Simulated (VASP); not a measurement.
Pt: single point with revPBE

Pt:

```
Pt
1.0
     4.72821    0.00000    0.00000
    -2.36411    4.09475    0.00000
     0.00000    0.00000    2.81915
Pt
3
Direct
  0.00000 0.00000 0.00000
  0.33333 0.66667 0.50000
  0.66667 0.33333 0.50000
```

This isn't the form of Pt at room conditions, which is fcc.

```
Program             : VASP 6.6.1
Task                : single point
Functional          : revPBE
Potentials or basis : VASP PAW PBE potentials, release 64 (Pt)
Cutoff              : 520 eV
k mesh              : 9 × 9 × 13
Occupations         : fermi-dirac, width 0.1 eV
Spin                : no spin polarisation
```

- Pressure: -18.4 GPa
- Band gap on the k mesh: zero (bands 15 and 16 overlap by 0.97 eV)

Stress tensor (GPa, compression positive):
```
-18.58   0.00   0.00
  0.00 -18.58   0.00
  0.00   0.00 -18.10
```

Levels at points of the mesh, in eV from the Fermi level:
```csv
k point,band 12,band 13,band 14,band 15,band 16,band 17,band 18,band 19
"(0.00, 0.00, 0.00)",-1.54,-1.43,-1.43,0.22,0.22,4.31,5.17,6.63
```

Wall time 65 s on 1 thread of Intel(R) Xeon(R) Platinum 8259CL CPU @ 2.50GHz (Skylake/Cascade Lake) (shared host), peak memory 0.23 GiB.

Caveat: the cell stands under tension; the PAW data sets were made with another functional, which shifts forces and pressure a little; spin-orbit coupling is left out, which moves the levels of the heavy elements.
